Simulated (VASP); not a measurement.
GaS:

```
CELL_PARAMETERS angstrom
3.58500 0.00000 0.00000
-1.79250 3.10470 0.00000
0.00000 0.00000 15.50000
ATOMIC_POSITIONS crystal
Ga 0.33333 0.66667 0.17000
Ga 0.66667 0.33333 0.67000
Ga 0.33333 0.66667 0.33000
Ga 0.66667 0.33333 0.83000
S 0.33333 0.66667 0.60000
S 0.66667 0.33333 0.10000
S 0.33333 0.66667 0.90000
S 0.66667 0.33333 0.40000
```

```yaml
Program: VASP 6.6.1
Task: relaxation of cell and atoms
Functional: PBE
Potentials_or_basis: VASP PAW PBE potentials, release 64 (Ga_d, S)
Cutoff: 500 eV
k_mesh: 12 × 12 × 2
Occupations: gaussian, width 0.02 eV
Spin: no spin polarisation
```

At the start: pressure 2.1 GPa; volume 21.57 Å³/atom.

Q: How do energy, volume and symmetry change on relaxing?

A: Over 31 steps the energy falls by 14.7 meV/atom and the volume is 24.23 Å³/atom (+12.4 %); space group P6_3/mmc (No. 194, to 0.1 Å) before and after.

The path:
| step | energy change (eV) | largest force (eV/Å) | pressure (GPa) | volume (Å³) |
| --- | --- | --- | --- | --- |
| 1 | 0.0000 | 0.2444 | 2.11 | 172.52 |
| 2 | -0.0274 | 0.3672 | -0.79 | 179.71 |
| 3 | -0.0358 | 0.2380 | 0.10 | 177.30 |
| 4 | -0.0450 | 0.1805 | 0.03 | 178.34 |
| 5 | -0.0537 | 0.2786 | -0.21 | 181.48 |
| 6 | -0.0592 | 0.2486 | -0.21 | 181.93 |
| 7 | -0.0714 | 0.1530 | -0.17 | 183.29 |
| 8 | -0.0750 | 0.0825 | -0.02 | 186.02 |
| 9 | -0.0769 | 0.0626 | -0.09 | 185.01 |
| 10 | -0.0909 | 0.0530 | 0.06 | 185.48 |
| 11 | -0.1078 | 0.0520 | 0.51 | 186.78 |
| 12 | -0.1096 | 0.1300 | -0.24 | 189.66 |
| 13 | -0.1106 | 0.0746 | 0.04 | 188.58 |
| 14 | -0.1121 | 0.0548 | -0.05 | 189.22 |
| 15 | -0.1128 | 0.0320 | -0.13 | 189.96 |
| 16 | -0.1131 | 0.0420 | 0.15 | 189.53 |
| 17 | -0.1132 | 0.0329 | 0.07 | 189.66 |
| 18 | -0.1137 | 0.0141 | 0.09 | 189.75 |
| 19 | -0.1142 | 0.0441 | 0.18 | 190.03 |
| 20 | -0.1145 | 0.0432 | 0.14 | 190.21 |
| 21 | -0.1151 | 0.0404 | 0.08 | 190.76 |
| 22 | -0.1158 | 0.0498 | 0.02 | 191.87 |
| 23 | -0.1148 | 0.0928 | -0.30 | 194.07 |
| 24 | -0.1158 | 0.0635 | -0.13 | 192.60 |
| 25 | -0.1158 | 0.0591 | -0.10 | 192.38 |
| 26 | -0.1164 | 0.0404 | -0.05 | 192.70 |
| 27 | -0.1166 | 0.0344 | 0.02 | 193.14 |
| 28 | -0.1171 | 0.0199 | 0.02 | 193.37 |
| 29 | -0.1173 | 0.0031 | 0.03 | 193.72 |
| 30 | -0.1173 | 0.0018 | 0.03 | 193.69 |
| 31 | -0.1173 | 0.0027 | 0.00 | 193.86 |

Final structure:
```yaml
crystal:
  lattice:
    - [3.62884, 0.00000, 0.00000]
    - [-1.81442, 3.14267, 0.00000]
    - [0.00000, 0.00000, 16.99893]
  atoms:
    - { symbol: Ga, position: [0.33333, 0.66667, 0.17734] }
    - { symbol: Ga, position: [0.66667, 0.33333, 0.67734] }
    - { symbol: Ga, position: [0.33333, 0.66667, 0.32266] }
    - { symbol: Ga, position: [0.66667, 0.33333, 0.82266] }
    - { symbol: S, position: [0.33333, 0.66667, 0.61360] }
    - { symbol: S, position: [0.66667, 0.33333, 0.11360] }
    - { symbol: S, position: [0.33333, 0.66667, 0.88640] }
    - { symbol: S, position: [0.66667, 0.33333, 0.38640] }
```

Caveat: this functional lacks dispersion, which binds layers or chains, so the pressure and a relaxed spacing across them are unreliable.
